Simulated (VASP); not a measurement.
**Re: single point with PBEsol**

The system is Re.

```xyz
2
Lattice="2.6128 0.0000 0.0000 -1.3064 2.2628 0.0000 0.0000 0.0000 4.4433" Properties=species:S:1:pos:R:3 pbc="T T T"
Re    0.0000    1.5085    1.1108
Re    1.3064    0.7543    3.3325
```

```json
{"Program": "VASP 6.6.1", "Task": "single point", "Functional": "PBEsol", "Potentials or basis": "VASP PAW PBE potentials, release 64 (Re)", "Cutoff": "520 eV", "k mesh": "18 × 18 × 10", "Occupations": "gaussian, width 0.15 eV", "Spin": "no spin polarisation"}
```

```
Pressure               : 53.1 GPa
Band gap on the k mesh : zero (bands 7 and 8 overlap by 3.75 eV)
```

Stress tensor (GPa, compression positive):
```
65.34  0.00  0.00
 0.00 65.34  0.00
 0.00  0.00 28.55
```

Levels at points of the mesh, in eV from the Fermi level:
```csv
k point,band 3,band 4,band 5,band 6,band 7,band 8,band 9,band 10,band 11,band 12
"(0.00, 0.00, 0.00)",-2.70,-1.91,-1.91,-1.07,-1.07,0.21,0.66,0.66,3.89,3.89
"(0.50, 0.00, 0.00)",-6.36,-2.12,-1.93,-1.60,-1.15,4.75,5.17,5.66,7.14,8.15
"(0.00, 0.00, 0.50)",-3.18,-3.18,-1.93,-1.93,-1.93,-1.93,2.93,2.93,2.93,2.93
"(0.50, 0.00, 0.50)",-5.17,-5.17,0.58,0.58,1.17,1.17,5.43,5.43,5.44,5.44
```

Wall time 62 s on 1 thread of AMD EPYC 7R13 Processor (Zen 3) (shared host), peak memory 0.16 GiB.

Caveat: the stress differs along the axes, from 29 to 65 GPa; the PAW data sets were made with another functional, which shifts forces and pressure a little; spin-orbit coupling is left out, which moves the levels of the heavy elements.
